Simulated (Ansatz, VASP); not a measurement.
## MoS2 in VASP and in Ansatz

File INCAR:

```
PREC = Accurate
ENCUT = 520
EDIFF = 1E-6
ISMEAR = 0
SIGMA = 0.05
LREAL = False
LASPH = True
NELM = 150
ALGO = Normal
ISIF = 2
LWAVE = False
LCHARG = False
LMAXMIX = 4
LDAU = True
LDAUTYPE = 2
LDAUL = 2 -1
LDAUU = 4 0
LDAUJ = 0 0
LDAUPRINT = 1
GGA = PE
NBANDS = 35
```

KPOINTS

```
Automatic mesh
0
Gamma
  7 7 2
```

File POSCAR:

```
MoS2
1.0
    3.1610015200      0.0000000000      0.0000000000
   -1.5805007600      2.7375076200      0.0000000000
    0.0000000000      0.0000000000     12.2949997000
Mo S
2 4
Direct
    0.3333333333      0.6666666667      0.2500000000
    0.6666666667      0.3333333333      0.7500000000
    0.3333333333      0.6666666667      0.6275000000
    0.6666666667      0.3333333333      0.1275000000
    0.3333333333      0.6666666667      0.8725000000
    0.6666666667      0.3333333333      0.3725000000
```

Input for Ansatz:

```yaml
crystal:
  lattice:
    - [3.16100152, 0.0, 0.0]
    - [-1.58050076, 2.73750762, 0.0]
    - [0.0, 0.0, 12.2949997]
  atoms:
    - { symbol: Mo, position: [0.3333333333, 0.6666666667, 0.25] }
    - { symbol: Mo, position: [0.6666666667, 0.3333333333, 0.75] }
    - { symbol: S, position: [0.3333333333, 0.6666666667, 0.6275] }
    - { symbol: S, position: [0.6666666667, 0.3333333333, 0.1275] }
    - { symbol: S, position: [0.3333333333, 0.6666666667, 0.8725] }
    - { symbol: S, position: [0.6666666667, 0.3333333333, 0.3725] }
basis:
  ecutwfc: 420
  ecutrho_ratio: 4
kpoints:
  mp_grid: { grid: [7, 7, 2] }
hamiltonian:
  xc: pbe
  hubbard:
    sites: [{ site: 0, l: d, u_eff: 4.0 }, { site: 1, l: d, u_eff: 4.0 }]
scf:
  occupations: { method: gaussian, width: 0.05 }
  lower_state_search: "off"
  max_iter: 150
output:
  forces: true
  stress: true
  eigenvalues: true
  populations: true
  hubbard: { sites: [{ site: 0, l: d }, { site: 1, l: d }] }
```

Alike in both runs: task single point; functional PBE; k mesh 7 × 7 × 2; occupations gaussian, width 0.05 eV; no spin polarisation; Hubbard terms Mo d U = 4.0 eV.

|  | VASP | Ansatz |
| --- | --- | --- |
| version | VASP 6.6.1 | Ansatz 0.2.0 |
| potentials or method | VASP PAW PBE potentials, release 64 (Mo_sv, S), cutoff 520 eV | scalar-relativistic, plane waves, PAW |
| valence electrons in the cell | 52 | 52 |

Ansatz gave:

| Property | Result |
| --- | --- |
| gap on the k mesh at the Fermi level (eV) | 0.93 |
| least direct gap on the mesh (eV) | 1.95 |
| pressure (GPa) | 8.8 |
| traceless stress, the component that is largest in VASP (GPa) | 4.30 |
| rms of the force components (eV/Å) | 0.566 |

Problem. What did VASP give for the same quantities?

Solution. gap on the k mesh at the Fermi level (eV): 0.99; least direct gap on the mesh (eV): 2.04; pressure (GPa): 11.2; traceless stress, the component that is largest in VASP (GPa): 4.49; rms of the force components (eV/Å): 0.697.

The programs project onto different local orbitals, so the same U acts differently, and such runs can settle in different states. Atom by atom the forces differ by 0.131 eV/Å (rms over components).
